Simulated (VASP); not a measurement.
# Ti3HN3 in VASP: further runs

Runs on Ti3HN3. Level: PBE. Tasks: single point.

Everything below comes from runs of VASP 6.6.1. Logs are shortened: lines on timing, memory, paths and dates and some standing lists are left out, and cuts for length are marked.

## Step 1: The cell of the first run

The cell holds a slab with vacuum, 7 atoms: a = 3.003 Å, b = 3.003 Å, c = 21.554 Å, α = 90.00°, β = 90.00°, γ = 120.00°.

## Step 2: Single point, PBE

Input file INCAR:

```
ALGO = Normal
DIPOL = 0.5 0.5 0.355
EDIFF = 1E-6
ENCUT = 520
GGA = PE
IDIPOL = 3
ISIF = 2
ISMEAR = 0
LASPH = True
LCHARG = True
LDIPOL = True
LELF = True
LREAL = False
LVACPOTAV = True
LVHAR = True
LWAVE = False
NBANDS = 35
NELM = 80
PREC = Accurate
SIGMA = 0.1
```

Input file KPOINTS:

```
k-points
0
Gamma
  9 9 1
```

Input file POSCAR:

```
Ti3HN3
1.0
    3.0028555063      0.0000000000      0.0000000000
   -1.5014277532      2.6005491524      0.0000000000
    0.0000000000      0.0000000000     21.5541471692
N Ti H
3 3 1
Direct
    0.3333333333      0.6666666666      0.1855791356
    0.0000000000      0.0000000000      0.2993308528
    0.6666666667      0.3333333333      0.4147299344
    0.6666666667      0.3333333333      0.2424549943
    0.3333333333      0.6666666666      0.3575097830
    0.0000000000      0.0000000000      0.4664599852
    0.0000000000      0.5000000000      0.5221458614
```

Potentials or basis: VASP PAW PBE potentials, release 64 (N, Ti_sv, H).

The run is started by

```console
cat potpaw_PBE.64/N/POTCAR potpaw_PBE.64/Ti_sv/POTCAR potpaw_PBE.64/H/POTCAR > POTCAR
mpirun -np 1 vasp_std > vasp.out
```

OUTCAR:

```text
EDIFF = 1E-6
   ENCUT = 520
   GGA = PE
   ISIF = 2
   ISMEAR = 0
   LASPH = True
   LREAL = False
   NELM = 80
   PREC = Accurate

 ion  position               nearest neighbor table
   1  0.333  0.667  0.186-   4 2.12   4 2.12   4 2.12
   2  0.000  0.000  0.299-   4 2.12   4 2.12   4 2.12   5 2.14   5 2.14   5 2.14
   3  0.667  0.333  0.415-   6 2.06   6 2.06   6 2.06   5 2.13   5 2.13   5 2.13
   4  0.667  0.333  0.242-   2 2.12   2 2.12   2 2.12   1 2.12   1 2.12   1 2.12
   5  0.333  0.667  0.358-   3 2.13   3 2.13   3 2.13   2 2.14   2 2.14   2 2.14   6 2.92   6 2.92
                             6 2.92
   6  0.000  0.000  0.466-   3 2.06   3 2.06   3 2.06   5 2.92   5 2.92   5 2.92
   7  0.000  0.500  0.522-

  LATTYP: Found a hexagonal cell.
 ALAT       =     3.0028555063
 C/A-ratio  =     7.1778835592

  Lattice vectors:

 A1 = (   3.0028555063,   0.0000000000,   0.0000000000)
 A2 = (  -1.5014277532,   2.6005491524,   0.0000000000)
 A3 = (   0.0000000000,   0.0000000000,  21.5541471692)

Analysis of symmetry for initial positions (statically):
=====================================================================
 Subroutine PRICEL returns:
 Original cell was already a primitive cell.

 Routine SETGRP: Setting up the symmetry group for a
 hexagonal supercell.

 Subroutine GETGRP returns: Found  2 space group operations
 (whereof  2 operations were pure point group operations)
 out of a pool of 24 trial point group operations.

The static configuration has the point symmetry C_1h.

Analysis of symmetry for dynamics (positions and initial velocities):
=====================================================================
 Subroutine PRICEL returns:
 Original cell was already a primitive cell.

 Routine SETGRP: Setting up the symmetry group for a
 hexagonal supercell.

 Subroutine GETGRP returns: Found  2 space group operations
 (whereof  2 operations were pure point group operations)
 out of a pool of 24 trial point group operations.

The dynamic configuration has the point symmetry C_1h.

 Subroutine INISYM returns: Found  2 space group operations
 (whereof  2 operations are pure point group operations),
 and found     1 'primitive' translations

----------------------------------------------------------------------------------------

                                     Primitive cell

  volume of cell :     168.3179

  direct lattice vectors                    reciprocal lattice vectors
     3.002855506  0.000000000  0.000000000     0.333016357  0.192267083  0.000000000
    -1.501427753  2.600549152  0.000000000     0.000000000  0.384534166  0.000000000
     0.000000000  0.000000000 21.554147169     0.000000000  0.000000000  0.046394784

  length of vectors
     3.002855506  3.002855506 21.554147169     0.384534166  0.384534166  0.046394784

  position of ions in fractional coordinates (direct lattice)
     0.333333333  0.666666667  0.185579136
     0.000000000  0.000000000  0.299330853
     0.666666667  0.333333333  0.414729934
     0.666666667  0.333333333  0.242454994
     0.333333333  0.666666667  0.357509783
     0.000000000  0.000000000  0.466459985
     0.000000000  0.500000000  0.522145861

  ion indices of the primitive-cell ions
   primitive index   ion index
                 1           1
                 2           2
                 3           3
                 4           4
                 5           5
                 6           6
                 7           7

----------------------------------------------------------------------------------------

 KPOINTS: k-points

Automatic generation of k-mesh.
 Grid dimensions read from file:
 generate k-points for:    9    9    1

 Generating k-lattice:

  Cartesian coordinates                     Fractional coordinates (reciprocal lattice)
     0.037001817  0.021363009  0.000000000     0.111111111  0.000000000  0.000000000
     0.000000000  0.042726018  0.000000000     0.000000000  0.111111111  0.000000000
     0.000000000  0.000000000  0.046394784     0.000000000  0.000000000  1.000000000

  Length of vectors
     0.042726018  0.042726018  0.046394784

  Shift w.r.t. Gamma in fractional coordinates (k-lattice)
     0.000000000  0.000000000  0.000000000

 Subroutine IBZKPT returns following result:
 ===========================================

 Found     25 irreducible k-points:

 Following reciprocal coordinates:
            Coordinates               Weight
  0.000000  0.000000  0.000000      1.000000
  0.111111 -0.000000  0.000000      2.000000
  0.000000  0.111111  0.000000      4.000000
  0.222222  0.000000  0.000000      2.000000
  0.000000  0.222222  0.000000      4.000000
  0.333333 -0.000000  0.000000      2.000000
[... 16 lines left out ...]
 -0.222222 -0.444444  0.000000      4.000000
  0.444444  0.333333  0.000000      4.000000
   k-points           NKPTS =     25   k-points in BZ     NKDIM =     25   number of bands    NBANDS=     35
   number of dos      NEDOS =    301   number of ions     NIONS =      7
   total plane-waves  NPLWV =  92160
   dimension x,y,z NGX =    24 NGY =   24 NGZ =  160
   dimension x,y,z NGXF=    48 NGYF=   48 NGZF=  320
   ions per type =               3   3   1
   NGX,Y,Z   is equivalent  to a cutoff of  13.29, 13.29, 12.34 a.u.
   NGXF,Y,Z  is equivalent  to a cutoff of  26.57, 26.57, 24.68 a.u.
 SYSTEM =  unknown system
   PREC   = accura    normal or accurate (medium, high low for compatibility)
   ISTART =      0    job   : 0-new  1-cont  2-samecut
   ICHARG =      2    charge: 1-file 2-atom 10-const
   ISPIN  =      1    spin polarized calculation?
   LNONCOLLINEAR =      F non collinear calculations
   LSORBIT =      F    spin-orbit coupling
   LASPH  =      T    aspherical Exc in radial PAW
   ENCUT  =  520.0 eV  38.22 Ry    6.18 a.u.   5.58  5.58 40.08*2*pi/ulx,y,z
   NELM   =     80;   NELMIN=  2; NELMDL= -5     # of ELM steps
   EDIFF  = 0.1E-05   stopping-criterion for ELM
   LREAL  =      F    real-space projection
   EDIFFG = 0.1E-04   stopping-criterion for IOM
   NSW    =      0    number of steps for IOM
   IBRION =     -1    ionic relax: 0-MD 1-quasi-New 2-CG
   NFREE  =      0    steps in history (QN), initial steepest desc. (CG)
   ISIF   =      2    stress and relaxation
   ISYM   =      2    0-nonsym 1-usesym 2-fastsym
   POTIM  = 0.5000    time-step for ionic-motion
   TEBEG  =    0.0;   TEEND  =   0.0 temperature during run
   PSTRESS=    0.0 pullay stress
   NELECT =      52.0000    total number of electrons
   NUPDOWN=      -1.0000    fix difference up-down
   EMIN   =  10.00;   EMAX   =-10.00  energy-range for DOS
   EFERMI =   0.00;   METHOD = LEGACY
   ISMEAR =     0;   SIGMA  =   0.10  broadening in eV -4-tet -1-fermi 0-gaus
   EFERMI_NEDOS =   21; number of points for ismear=-14 and -15
   IALGO  =     38    algorithm
   IMIX   =      4    mixing-type and parameters
     AMIX     =   0.40;   BMIX     =  1.00
     AMIX_MAG =   1.60;   BMIX_MAG =  1.00
  volume/ion in A,a.u.               =      24.05       162.27
  Fermi-wavevector in a.u.,A,eV,Ry     =   1.106707  2.091372 16.664409  1.224799
  Thomas-Fermi vector in A             =   2.243211
   LORBIT       =      0    0 simple, 1 ext, 2 COOP (PROOUT), +10 PAW based schemes
   GGA     = PE    functional components
   LHFCALC =     F    Hartree Fock is set to
   AEXX    =    0.0000 exact exchange contribution
   IVDW    =     0    specifies the selected vdW correction
   LEPSILON=     F    determine dielectric tensor
   LRPA    =     F    only Hartree local field effects (RPA)
 non-spin polarized calculation
 Gauss-broadening in eV      SIGMA  =   0.10
  energy-cutoff  :      520.00
  volume of cell :      168.32
 maximum number of plane-waves:      4581
   NGX = 11   NGY = 11   NGZ = 81

 dipolmoment           0.000000      0.000000      0.567937 electrons x Angstroem

 number of electron      52.0000013 magnetization

 dipolmoment           0.000000      0.000000     -0.144665 electrons x Angstroem

 Free energy of the ion-electron system (eV)
  ---------------------------------------------------
  ext. energy  EPLUGINS =         0.00000000
  ---------------------------------------------------
  free energy    TOTEN  =       -58.54986577 eV

  energy without entropy =      -58.53729584  energy(sigma->0) =      -58.54358081

 E-fermi :  -0.5047     XC(G=0):  -5.5233

 val. band max:       -0.5679956549   @ k =   0.4444   0.1111   0.0000
 cond. band min:      -0.4853066306   @ k =   0.0000   0.1111   0.0000
 fundamental gap:      0.0826890243
 Fermi energy:        -0.5047142072

 k-point     1 :       0.0000    0.0000    0.0000
  band No.  band energies     occupation
      1     -58.1365      2.00000
      2     -57.8498      2.00000
      3     -57.0544      2.00000
      4     -34.6077      2.00000
      5     -34.2015      2.00000
      6     -34.1809      2.00000
[... 27 lines left out ...]
     34       1.7876      0.00000
     35       1.7969      0.00000

 k-point     2 :       0.1111   -0.0000    0.0000
  band No.  band energies     occupation
      1     -58.1288      2.00000
      2     -57.8432      2.00000
      3     -57.0474      2.00000
      4     -34.5896      2.00000
      5     -34.2533      2.00000
      6     -34.2143      2.00000
[... 27 lines left out ...]
     34       2.0522      0.00000
     35       2.0553      0.00000

 k-point     3 :       0.0000    0.1111    0.0000
  band No.  band energies     occupation
      1     -58.1288      2.00000
      2     -57.8431      2.00000
      3     -57.0474      2.00000
      4     -34.5896      2.00000
      5     -34.2662      2.00000
      6     -34.1982      2.00000
[... 27 lines left out ...]
     34       2.0584      0.00000
     35       2.0788      0.00000
[... 723 lines left out ...]
 k-point    23 :      -0.2222   -0.4444    0.0000
  band No.  band energies     occupation
      1     -58.0655      2.00000
      2     -57.7880      2.00000
      3     -56.9894      2.00000
      4     -34.6201      2.00000
      5     -34.4481      2.00000
      6     -34.4173      2.00000
[... 27 lines left out ...]
     34       2.9580      0.00000
     35       3.1264      0.00000

 k-point    24 :       0.4444    0.3333    0.0000
  band No.  band energies     occupation
      1     -58.0655      2.00000
      2     -57.7882      2.00000
      3     -56.9894      2.00000
      4     -34.6147      2.00000
      5     -34.4522      2.00000
      6     -34.4138      2.00000
[... 27 lines left out ...]
     34       2.9465      0.00000
     35       3.0520      0.00000

 [... further k-points ...]
[... 5 lines left out ...]
  --------------------------------------------------------------------------------------
  -------------------------------------------------------------------------------------
  Total       -1.7025343     -2.0365823     -3.1672068      0.2892941      0.2740563      0.4746798
  in kB      -16.2060101    -19.3857320    -30.1478716      2.7537199      2.6086749      4.5183616
  external PRESSURE =     -21.9132046 kB  Pullay stress =       0.0000000 kB

 VOLUME and BASIS-vectors are now :
 -----------------------------------------------------------------------------
  energy-cutoff  :      520.00
  volume of cell :      168.32
      direct lattice vectors                 reciprocal lattice vectors
     3.002855506  0.000000000  0.000000000     0.333016357  0.192267083  0.000000000
    -1.501427753  2.600549152  0.000000000     0.000000000  0.384534166  0.000000000
     0.000000000  0.000000000 21.554147169     0.000000000  0.000000000  0.046394784

 POSITION                                       TOTAL-FORCE (eV/Angst)
 -----------------------------------------------------------------------------------
     -0.00000      1.73370      4.00000         0.035122      0.020278      4.249751
      0.00000      0.00000      6.45182         0.008168      0.004716      1.309966
      1.50143      0.86685      8.93915        -0.318798     -0.184058     -0.342918
      1.50143      0.86685      5.22591        -0.002923     -0.001688     -5.518250
     -0.00000      1.73370      7.70582        -0.052172     -0.030122     -0.131312
      0.00000      0.00000     10.05415         0.143565      0.082887      0.434844
     -0.75071      1.30027     11.25441         0.187039      0.107987     -0.002081
 -----------------------------------------------------------------------------------
    total drift:                               -0.000019     -0.000010     -0.000241

  FREE ENERGIE OF THE ION-ELECTRON SYSTEM (eV)
  ---------------------------------------------------
  free  energy   TOTEN  =       -58.5498657702 eV

  energy  without entropy=      -58.5372958421  energy(sigma->0) =      -58.54358081

 vacuum level on the upper side and lower side of the slab         4.385         7.737
```

Run time: 2.3 min. Hardware: 1 thread of Intel Xeon 6975P-C (Granite Rapids), shared host; peak memory 0.36 GiB.

Results:

```yaml
Free_energy: -58.5499 eV
Largest_force: 5.518 eV/Å
Band_gap_on_the_k_mesh: zero (band 26 reaches -0.28 eV, above the bottom of band 27 at -0.57 eV)
```

Forces in eV/Å, atoms in the order of the input:
```
N    0.035  0.020  4.250
N    0.008  0.005  1.310
N   -0.319 -0.184 -0.343
Ti  -0.003 -0.002 -5.518
Ti  -0.052 -0.030 -0.131
Ti   0.144  0.083  0.435
H    0.187  0.108 -0.002
```

Levels at points of the mesh, in eV from the Fermi level:
```csv
k point,band 24,band 25,band 26,band 27,band 28,band 29
"(0.00, 0.00, 0.00)",-0.31,-0.30,0.22,0.23,0.39,1.33
```

## Step 3: Single point, PBE

Input file INCAR:

```
SYSTEM = Ti3HN3
ALGO = Normal ; DIPOL = 0.5 0.5 0.358
EDIFF = 1E-6 ; ENCUT = 520
GGA = PE ; IDIPOL = 3
ISIF = 2 ; ISMEAR = 0
LASPH = .TRUE. ; LCHARG = .FALSE.
LDIPOL = .TRUE. ; LREAL = .FALSE.
LWAVE = .FALSE. ; NBANDS = 35
NELM = 100 ; PREC = Accurate
SIGMA = 0.1
```

Input file KPOINTS:

```
k-points
0
G
  9 9 1
  0 0 0
```

Input file POSCAR:

```
Ti3HN3
1.0
    3.0028555063      0.0000000000      0.0000000000
   -1.5014277532      2.6005491524      0.0000000000
    0.0000000000      0.0000000000     21.5541471692
N Ti H
3 3 1
Direct
    0.3333333333      0.6666666667      0.1855791356
    0.0000000000      0.0000000000      0.2993308528
    0.6666666666      0.3333333333      0.4147299344
    0.6666666666      0.3333333333      0.2424549943
    0.3333333333      0.6666666667      0.3575097830
    0.0000000000      0.0000000000      0.4664599852
    0.1666666666      0.3333333333      0.5364926484
```

Potentials or basis: VASP PAW PBE potentials, release 64 (N, Ti_sv, H).

The run is started by

```console
cat potpaw_PBE.64/N/POTCAR potpaw_PBE.64/Ti_sv/POTCAR potpaw_PBE.64/H/POTCAR > POTCAR
mpirun -np 1 vasp_std > vasp.out
```

OUTCAR:

```text
SYSTEM = Ti3HN3
   EDIFF = 1E-6
   ENCUT = 520
   GGA = PE
   ISIF = 2
   ISMEAR = 0
   LASPH = .TRUE.
   LREAL = .FALSE.
   NELM = 100
   PREC = Accurate

 ion  position               nearest neighbor table
   1  0.333  0.667  0.186-   4 2.12   4 2.12   4 2.12
   2  0.000  0.000  0.299-   4 2.12   4 2.12   4 2.12   5 2.14   5 2.14   5 2.14
   3  0.667  0.333  0.415-   6 2.06   6 2.06   6 2.06   5 2.13   5 2.13   5 2.13
   4  0.667  0.333  0.242-   2 2.12   2 2.12   2 2.12   1 2.12   1 2.12   1 2.12
   5  0.333  0.667  0.358-   3 2.13   3 2.13   3 2.13   2 2.14   2 2.14   2 2.14   6 2.92   6 2.92
                             6 2.92
   6  0.000  0.000  0.466-   7 1.74   3 2.06   3 2.06   3 2.06   5 2.92   5 2.92   5 2.92
   7  0.167  0.333  0.536-   6 1.74

  LATTYP: Found a hexagonal cell.
 ALAT       =     3.0028555063
 C/A-ratio  =     7.1778835592

  Lattice vectors:

 A1 = (   3.0028555063,   0.0000000000,   0.0000000000)
 A2 = (  -1.5014277532,   2.6005491524,   0.0000000000)
 A3 = (   0.0000000000,   0.0000000000,  21.5541471692)

Analysis of symmetry for initial positions (statically):
[... 199 lines left out ...]
      5     -34.3373      2.00000
      6     -34.3352      2.00000
[... 901 lines left out ...]
     34       2.6465      0.00000
     35       2.7925      0.00000

 [... further k-points ...]

------------------------ aborting loop because EDIFF is reached ----------------------------------------

 vacuum level on the upper side and lower side of the slab       (xc-potential included)        -1.471         1.164

  FORCE on cell =-STRESS in cart. coord.  units (eV):
  Direction    XX          YY          ZZ          XY          YZ          ZX
  --------------------------------------------------------------------------------------
  -------------------------------------------------------------------------------------
  Total       -1.9513443     -0.4947995     -3.5530263      0.0000000      2.5662137     -0.0000000
  in kB      -18.5743722     -4.7098764    -33.8203941      0.0000000     24.4271645     -0.0000000
  external PRESSURE =     -19.0348809 kB  Pullay stress =       0.0000000 kB

 VOLUME and BASIS-vectors are now :
 -----------------------------------------------------------------------------
  energy-cutoff  :      520.00
  volume of cell :      168.32
      direct lattice vectors                 reciprocal lattice vectors
     3.002855506  0.000000000  0.000000000     0.333016357  0.192267083  0.000000000
    -1.501427753  2.600549152  0.000000000     0.000000000  0.384534166  0.000000000
     0.000000000  0.000000000 21.554147169     0.000000000  0.000000000  0.046394784

 POSITION                                       TOTAL-FORCE (eV/Angst)
 -----------------------------------------------------------------------------------
     -0.00000      1.73370      4.00000        -0.000000      0.019430      4.198742
      0.00000      0.00000      6.45182         0.000000     -0.001534      1.255549
      1.50143      0.86685      8.93915         0.000000     -0.600918      0.075718
      1.50143      0.86685      5.22591         0.000000     -0.017079     -5.441034
     -0.00000      1.73370      7.70582        -0.000000      0.027940     -0.099297
      0.00000      0.00000     10.05415         0.000000     -0.747226     -0.007001
     -0.00000      0.86685     11.56364        -0.000000      1.319388      0.017324
 -----------------------------------------------------------------------------------
    total drift:                                0.000001      0.000025     -0.000232

  FREE ENERGIE OF THE ION-ELECTRON SYSTEM (eV)
  ---------------------------------------------------
  free  energy   TOTEN  =       -57.9715439061 eV

  energy  without entropy=      -57.9583575949  energy(sigma->0) =      -57.96495075

 vacuum level on the upper side and lower side of the slab         4.711         7.412
```

Run time: 2.8 min. Hardware: 1 thread of Intel Xeon 6975P-C (Granite Rapids), shared host; peak memory 0.35 GiB.

Results:

* Free energy: -57.9715 eV
* Largest force: 5.441 eV/Å
* Band gap on the k mesh: zero (band 26 reaches -0.43 eV, above the bottom of band 27 at -0.82 eV)

Forces in eV/Å, atoms in the order of the input:
```
N    0.000  0.019  4.199
N    0.000 -0.002  1.256
N    0.000 -0.601  0.076
Ti   0.000 -0.017 -5.441
Ti   0.000  0.028 -0.099
Ti   0.000 -0.747 -0.007
H    0.000  1.319  0.017
```

(Part 1 of 2 ends here.)
